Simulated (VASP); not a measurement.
Input of a VASP 6.6.1 run:

POSCAR

```
Pt
1.0
    4.0056786547      0.0000000000      0.0000000000
    0.0000000000      4.0056786547      0.0000000000
   -2.0028393274      0.0000000000      1.9315383551
Pt
2
Direct
    0.0000000000      0.0000000000      0.0000000000
    0.5000000000      0.5000000000      0.0000000000
```

INCAR.step1

```
PREC = Accurate
ENCUT = 520
ISMEAR = 0
SIGMA = 0.1
LREAL = False
LASPH = True
NELM = 60
NBANDS = 17
GGA = PE
ALGO = Normal
EDIFF = 1E-4
LWAVE = True
LCHARG = False
```

Contents of INCAR.step2:

```
PREC = Accurate
ENCUT = 520
EDIFF = 1E-6
ISMEAR = 0
SIGMA = 0.1
LREAL = False
LASPH = True
NELM = 60
ALGO = Normal
ISIF = 2
LWAVE = False
LCHARG = False
METAGGA = R2SCAN
LMIXTAU = True
NBANDS = 17
ISTART = 1
```

Contents of KPOINTS:

```
Automatic mesh
0
Gamma
  9 9 18
```

Potentials or basis: VASP PAW PBE potentials, release 64 (Pt).

Command:

```console
$ cat potpaw_PBE.64/Pt/POTCAR > POTCAR
$ cp INCAR.step1 INCAR
$ mpirun -np 1 vasp_std > vasp.out
$ cp INCAR.step2 INCAR
$ mpirun -np 1 vasp_std > vasp.out
```

Task: Predict the band gap on the k mesh.

Result: Zero (bands 10 and 11 overlap by 1.67 eV).

Task: What does it give for the pressure?

Result: -2.7 GPa.

Stress tensor (GPa, compression positive):
```
-3.77  0.00  0.00
 0.00 -3.77  0.00
 0.00  0.00 -0.67
```

Caveat: the PAW data sets were made with another functional, which shifts forces and pressure a little; spin-orbit coupling is left out, which moves the levels of the heavy elements.
